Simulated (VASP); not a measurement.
# SnO in VASP: notebook

The runs below take SnO through single point, with PBE.

Everything below comes from runs of VASP 6.6.1. Logs are shortened: lines on timing, memory, paths and dates and some standing lists are left out, and cuts for length are marked.

**1. The cell of the first run**

The typed cell holds 4 atoms: a = 3.870 Å, b = 3.870 Å, c = 5.057 Å, α = 90.00°, β = 90.00°, γ = 89.98°.

**2. Single point, PBE**

INCAR

```
SYSTEM = SnO
  PREC = Accurate
  ENCUT = 520
  EDIFF = 1E-6
  ISMEAR = 0
  SIGMA = 0.1
  LREAL = .False.
  LASPH = .True.
  NELM = 80
  ALGO = Normal
  ISIF = 2
  LWAVE = .False.
  LCHARG = .True.
  GGA = PE
  LELF = .True.
  LVHAR = .True.
  NBANDS = 28
```

KPOINTS

```
Automatic mesh
0
Gamma
  4 4 4
  0 0 0
```

POSCAR

```
SnO
1.0
    2.7369522190     -2.7358755322      0.0054964254
    2.7369522190      2.7358755322      0.0054964254
   -0.0104407207      0.0000000000      5.0573721525
Sn O
2 2
Direct
    0.2500067999      0.2500067999      0.2292373233
    0.7499932001      0.7499932001      0.7707626767
    0.7499955046      0.2500044954      0.0000000000
    0.2500044954      0.7499955046      0.0000000000
```

Potentials or basis: VASP PAW PBE potentials, release 64 (Sn_d, O).

Run with:

```bash
> cat potpaw_PBE.64/Sn_d/POTCAR potpaw_PBE.64/O/POTCAR > POTCAR
> mpirun -np 1 vasp_std > vasp.out
```

OUTCAR:

```text
SYSTEM = SnO
   PREC = Accurate
   ENCUT = 520
   EDIFF = 1E-6
   ISMEAR = 0
   LREAL = .False.
   LASPH = .True.
   NELM = 80
   ISIF = 2
   GGA = PE

 ion  position               nearest neighbor table
   1  0.250  0.250  0.229-   4 2.26   3 2.26   3 2.26   4 2.26   2 3.59   2 3.59   2 3.59   2 3.59

   2  0.750  0.750  0.771-   4 2.26   3 2.26   3 2.26   4 2.26   1 3.59   1 3.59   1 3.59   1 3.59

   3  0.750  0.250  0.000-   1 2.26   2 2.26   2 2.26   1 2.26
   4  0.250  0.750  0.000-   1 2.26   2 2.26   2 2.26   1 2.26

  LATTYP: Found a base centered monoclinic cell.
 ALAT       =     5.4739154761
 B/A-ratio  =     0.9996045953
 C/A-ratio  =     0.9239059229
 COS(beta)  =    -0.0000562270

  Lattice vectors:

 A1 = (   2.7369522190,  -2.7358755322,   0.0054964254)
 A2 = (   2.7369522190,   2.7358755322,   0.0054964254)
 A3 = (  -0.0104407207,   0.0000000000,   5.0573721525)

Analysis of symmetry for initial positions (statically):
=====================================================================
 Subroutine PRICEL returns:
 Original cell was already a primitive cell.

 Routine SETGRP: Setting up the symmetry group for a
 base centered monoclinic supercell.

 Subroutine GETGRP returns: Found  4 space group operations
 (whereof  4 operations were pure point group operations)
 out of a pool of  4 trial point group operations.

The static configuration has the point symmetry C_2h.

Analysis of symmetry for dynamics (positions and initial velocities):
=====================================================================
 Subroutine PRICEL returns:
 Original cell was already a primitive cell.

 Routine SETGRP: Setting up the symmetry group for a
 base centered monoclinic supercell.

 Subroutine GETGRP returns: Found  4 space group operations
 (whereof  4 operations were pure point group operations)
 out of a pool of  4 trial point group operations.

The dynamic configuration has the point symmetry C_2h.

 Subroutine INISYM returns: Found  4 space group operations
 (whereof  4 operations are pure point group operations),
 and found     1 'primitive' translations

----------------------------------------------------------------------------------------

                                     Primitive cell

  volume of cell :      75.7391

  direct lattice vectors                    reciprocal lattice vectors
     2.736952219 -2.735875532  0.005496425     0.182684200 -0.182756852  0.000377143
     2.736952219  2.735875532  0.005496425     0.182684200  0.182756852  0.000377143
    -0.010440721  0.000000000  5.057372153    -0.000397088  0.000000000  0.197730328

  length of vectors
     3.869877593  3.869877593  5.057382930     0.258406127  0.258406127  0.197730727

  position of ions in fractional coordinates (direct lattice)
     0.250006800  0.250006800  0.229237323
     0.749993200  0.749993200  0.770762677
     0.749995505  0.250004495  0.000000000
     0.250004495  0.749995505  0.000000000

  ion indices of the primitive-cell ions
   primitive index   ion index
                 1           1
                 2           2
                 3           3
                 4           4

----------------------------------------------------------------------------------------

 KPOINTS: Automatic mesh

Automatic generation of k-mesh.
 Grid dimensions read from file:
 generate k-points for:    4    4    4

 Generating k-lattice:

  Cartesian coordinates                     Fractional coordinates (reciprocal lattice)
     0.045671050 -0.045689213  0.000094286     0.250000000  0.000000000 -0.000000000
     0.045671050  0.045689213  0.000094286     0.000000000  0.250000000 -0.000000000
    -0.000099272  0.000000000  0.049432582     0.000000000  0.000000000  0.250000000

  Length of vectors
     0.064601532  0.064601532  0.049432682

  Shift w.r.t. Gamma in fractional coordinates (k-lattice)
     0.000000000  0.000000000  0.000000000

 Subroutine IBZKPT returns following result:
 ===========================================

 Found     24 irreducible k-points:

 Following reciprocal coordinates:
            Coordinates               Weight
  0.000000  0.000000  0.000000      1.000000
  0.250000  0.000000  0.000000      4.000000
  0.500000  0.000000  0.000000      2.000000
  0.250000  0.250000  0.000000      2.000000
  0.500000  0.250000  0.000000      4.000000
 -0.250000  0.250000  0.000000      2.000000
[... 16 lines left out ...]
 -0.250000  0.250000  0.500000      2.000000
  0.500000  0.500000  0.500000      1.000000
   k-points           NKPTS =     24   k-points in BZ     NKDIM =     24   number of bands    NBANDS=     28
   number of dos      NEDOS =    301   number of ions     NIONS =      4
   total plane-waves  NPLWV =  36000
   dimension x,y,z NGX =    30 NGY =   30 NGZ =   40
   dimension x,y,z NGXF=    60 NGYF=   60 NGZF=   80
   ions per type =               2   2
   NGX,Y,Z   is equivalent  to a cutoff of  12.89, 12.89, 13.15 a.u.
   NGXF,Y,Z  is equivalent  to a cutoff of  25.78, 25.78, 26.30 a.u.
 SYSTEM =  SnO
   PREC   = accura    normal or accurate (medium, high low for compatibility)
   ISTART =      0    job   : 0-new  1-cont  2-samecut
   ICHARG =      2    charge: 1-file 2-atom 10-const
   ISPIN  =      1    spin polarized calculation?
   LNONCOLLINEAR =      F non collinear calculations
   LSORBIT =      F    spin-orbit coupling
   LASPH  =      T    aspherical Exc in radial PAW
   ENCUT  =  520.0 eV  38.22 Ry    6.18 a.u.   7.20  7.20  9.40*2*pi/ulx,y,z
   NELM   =     80;   NELMIN=  2; NELMDL= -5     # of ELM steps
   EDIFF  = 0.1E-05   stopping-criterion for ELM
   LREAL  =      F    real-space projection
   EDIFFG = 0.1E-04   stopping-criterion for IOM
   NSW    =      0    number of steps for IOM
   IBRION =     -1    ionic relax: 0-MD 1-quasi-New 2-CG
   NFREE  =      0    steps in history (QN), initial steepest desc. (CG)
   ISIF   =      2    stress and relaxation
   ISYM   =      2    0-nonsym 1-usesym 2-fastsym
   POTIM  = 0.5000    time-step for ionic-motion
   TEBEG  =    0.0;   TEEND  =   0.0 temperature during run
   PSTRESS=    0.0 pullay stress
   NELECT =      40.0000    total number of electrons
   NUPDOWN=      -1.0000    fix difference up-down
   EMIN   =  10.00;   EMAX   =-10.00  energy-range for DOS
   EFERMI =   0.00;   METHOD = LEGACY
   ISMEAR =     0;   SIGMA  =   0.10  broadening in eV -4-tet -1-fermi 0-gaus
   EFERMI_NEDOS =   21; number of points for ismear=-14 and -15
   IALGO  =     38    algorithm
   IMIX   =      4    mixing-type and parameters
     AMIX     =   0.40;   BMIX     =  1.00
     AMIX_MAG =   1.60;   BMIX_MAG =  1.00
  volume/ion in A,a.u.               =      18.93       127.78
  Fermi-wavevector in a.u.,A,eV,Ry     =   1.323289  2.500654 23.825082  1.751094
  Thomas-Fermi vector in A             =   2.452908
   LORBIT       =      0    0 simple, 1 ext, 2 COOP (PROOUT), +10 PAW based schemes
   GGA     = PE    functional components
   LHFCALC =     F    Hartree Fock is set to
   AEXX    =    0.0000 exact exchange contribution
   IVDW    =     0    specifies the selected vdW correction
   LEPSILON=     F    determine dielectric tensor
   LRPA    =     F    only Hartree local field effects (RPA)
 non-spin polarized calculation
 Gauss-broadening in eV      SIGMA  =   0.10
  energy-cutoff  :      520.00
  volume of cell :       75.74
 maximum number of plane-waves:      2058
 NGX is ok and might be reduce to    30
   NGX = 15   NGY = 15   NGZ = 19

 number of electron      39.9999991 magnetization

 Free energy of the ion-electron system (eV)
  ---------------------------------------------------
  ext. energy  EPLUGINS =         0.00000000
  ---------------------------------------------------
  free energy    TOTEN  =       -22.71897742 eV

  energy without entropy =      -22.71897210  energy(sigma->0) =      -22.71897476

 E-fermi :   6.3832     XC(G=0):  -9.8278

 val. band max:        6.1418576254   @ k =   0.0000   0.0000   0.0000
 cond. band min:       6.6372988789   @ k =   0.5000   0.5000   0.0000
 fundamental gap:      0.4954412535
 Fermi energy:         6.3832429115

 k-point     1 :       0.0000    0.0000    0.0000
  band No.  band energies     occupation
      1     -15.5946      2.00000
      2     -15.2322      2.00000
      3     -15.2278      2.00000
      4     -15.2275      2.00000
      5     -15.1985      2.00000
      6     -15.1839      2.00000
[... 20 lines left out ...]
     27      13.0867      0.00000
     28      13.5953      0.00000

 k-point     2 :       0.2500    0.0000    0.0000
  band No.  band energies     occupation
      1     -15.5640      2.00000
      2     -15.2953      2.00000
      3     -15.2203      2.00000
      4     -15.2174      2.00000
      5     -15.2042      2.00000
      6     -15.2004      2.00000
[... 20 lines left out ...]
     27      13.5989      0.00000
     28      16.5107      0.00000

 k-point     3 :       0.5000    0.0000    0.0000
  band No.  band energies     occupation
      1     -15.4720      2.00000
      2     -15.4720      2.00000
      3     -15.2115      2.00000
      4     -15.2115      2.00000
      5     -15.1974      2.00000
      6     -15.1974      2.00000
[... 20 lines left out ...]
     27      14.8603      0.00000
     28      14.8604      0.00000

 k-point     4 :       0.2500    0.2500    0.0000
  band No.  band energies     occupation
      1     -15.5499      2.00000
      2     -15.3774      2.00000
      3     -15.2235      2.00000
      4     -15.2062      2.00000
      5     -15.2022      2.00000
      6     -15.2019      2.00000
[... 578 lines left out ...]
     27      15.8235      0.00000
     28      15.8238      0.00000

 k-point    23 :      -0.2500    0.2500    0.5000
  band No.  band energies     occupation
      1     -15.5445      2.00000
      2     -15.3797      2.00000
      3     -15.2173      2.00000
      4     -15.2125      2.00000
      5     -15.2017      2.00000
      6     -15.1937      2.00000
[... 20 lines left out ...]
     27      15.7576      0.00000
     28      16.2765      0.00000

 k-point    24 :       0.5000    0.5000    0.5000
  band No.  band energies     occupation
      1     -15.5114      2.00000
      2     -15.5113      2.00000
      3     -15.2073      2.00000
      4     -15.2073      2.00000
      5     -15.1789      2.00000
      6     -15.1789      2.00000
[... 20 lines left out ...]
     27      15.7343      0.00000
     28      15.7355      0.00000

------------------------ aborting loop because EDIFF is reached ----------------------------------------

  FORCE on cell =-STRESS in cart. coord.  units (eV):
  Direction    XX          YY          ZZ          XY          YZ          ZX
  --------------------------------------------------------------------------------------
  -------------------------------------------------------------------------------------
  Total        0.0482168      0.0758363      0.1236828      0.0000000      0.0000000      0.0004191
  in kB        1.0199725      1.6042338      2.6163719      0.0000000      0.0000000      0.0088665
  external PRESSURE =       1.7468594 kB  Pullay stress =       0.0000000 kB

 VOLUME and BASIS-vectors are now :
 -----------------------------------------------------------------------------
  energy-cutoff  :      520.00
  volume of cell :       75.74
      direct lattice vectors                 reciprocal lattice vectors
     2.736952219 -2.735875532  0.005496425     0.182684200 -0.182756852  0.000377143
     2.736952219  2.735875532  0.005496425     0.182684200  0.182756852  0.000377143
    -0.010440721  0.000000000  5.057372153    -0.000397088  0.000000000  0.197730328

 POSITION                                       TOTAL-FORCE (eV/Angst)
 -----------------------------------------------------------------------------------
      1.36612      0.00000      1.16209        -0.000030      0.000000      0.052070
      4.09734      0.00000      3.90628         0.000030      0.000000     -0.052070
      2.73695     -1.36791      0.00550        -0.000000     -0.000178      0.000000
      2.73695      1.36791      0.00550         0.000000      0.000178      0.000000
 -----------------------------------------------------------------------------------
    total drift:                               -0.000000     -0.000000      0.000000

  FREE ENERGIE OF THE ION-ELECTRON SYSTEM (eV)
  ---------------------------------------------------
  free  energy   TOTEN  =       -22.7189774237 eV

  energy  without entropy=      -22.7189721032  energy(sigma->0) =      -22.71897476
```

Run time: 88 s. Hardware: 1 thread of Intel Xeon Platinum 8259CL at 2.50GHz (Skylake/Cascade Lake), shared host; peak memory 0.2 GiB.

Results:

| Item | Value |
| --- | --- |
| Free energy | -22.7190 eV |
| Pressure | 0.2 GPa |
| Largest force | 0.052 eV/Å |
| Band gap on the k mesh | 0.50 eV, indirect (least direct gap 1.91 eV) |

Forces in eV/Å, atoms in the order of the input:
```
Sn   0.000  0.000  0.052
Sn   0.000  0.000 -0.052
O    0.000  0.000  0.000
O    0.000  0.000  0.000
```

Levels at points of the mesh, in eV from the valence-band top:
```
           k point  band 16  band 17  band 18  band 19  band 20  band 21  band 22  band 23  band 24  band 25
(0.00, 0.00, 0.00)    -5.81    -3.15    -2.88    -2.87     0.00     1.91     4.09     4.91     4.91     5.53
(0.50, 0.00, 0.00)    -4.61    -4.46    -4.46    -2.33    -2.33     3.05     3.05     5.69     5.69     5.93
(0.50, 0.50, 0.00)    -4.73    -2.24    -2.23    -1.74    -1.74     0.50     0.50     4.56     4.57     6.82
(0.00, 0.00, 0.50)    -3.39    -3.20    -2.89    -2.89    -1.93     1.72     3.30     3.30     3.75     7.71
(0.50, 0.00, 0.50)    -5.00    -4.44    -4.44    -1.53    -1.53     2.49     2.49     5.55     5.55     6.38
(0.50, 0.50, 0.50)    -5.07    -2.35    -2.35    -2.24    -2.23     2.61     2.61     3.76     3.76     5.51
```

Caveat: spin-orbit coupling is left out, which moves the levels of the heavy elements. A hybrid or GW would open this gap; PBE tends to underestimate it.

[end of part 1 of 2]
